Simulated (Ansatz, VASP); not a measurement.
## Sn3C in VASP and in Ansatz

```xyz
8
Lattice="8.2583 0.0000 0.0000 -4.1291 7.1519 0.0000 0.0000 0.0000 3.2700" Properties=species:S:1:pos:R:3 pbc="T T T"
Sn    0.0000    2.9386    0.8175
Sn    1.5843    5.6826    0.8175
Sn   -1.5843    5.6826    0.8175
Sn    4.1291    4.2133    2.4525
Sn    2.5449    1.4693    2.4525
Sn    5.7134    1.4693    2.4525
C     0.0000    4.7679    2.4525
C     4.1291    2.3840    0.8175
```

Change from the starting cell: species swapped into the ErI3 type (P6_3/mmc, No. 194).

Alike in both runs: functional PBE; k mesh 6 × 6 × 12; occupations gaussian, width 0.1 eV; no spin polarisation.

Ansatz relaxed the structure, and its values are those at the end. VASP's run is a single point on that final structure, the one shown.

|  | VASP | Ansatz |
| --- | --- | --- |
| version | VASP 6.6.1 | Ansatz 0.2.0 |
| potentials or method | VASP PAW PBE potentials, release 64 (Sn_d, C), cutoff 520 eV | scalar-relativistic, plane waves, PAW |
| valence electrons in the cell | 92 | 92 |

Ansatz gave:

- gap on the k mesh at the Fermi level (eV): none
- pressure (GPa): 0.0
- rms of the force components (eV/Å): 0.000

Estimate VASP's values.

gap on the k mesh at the Fermi level (eV): none; pressure (GPa): 0.0; rms of the force components (eV/Å): 0.006.

A gap of «none» marks a metal or a gap that the smearing closes. With one functional, cell and mesh, what is left measures potentials, basis and numerics.
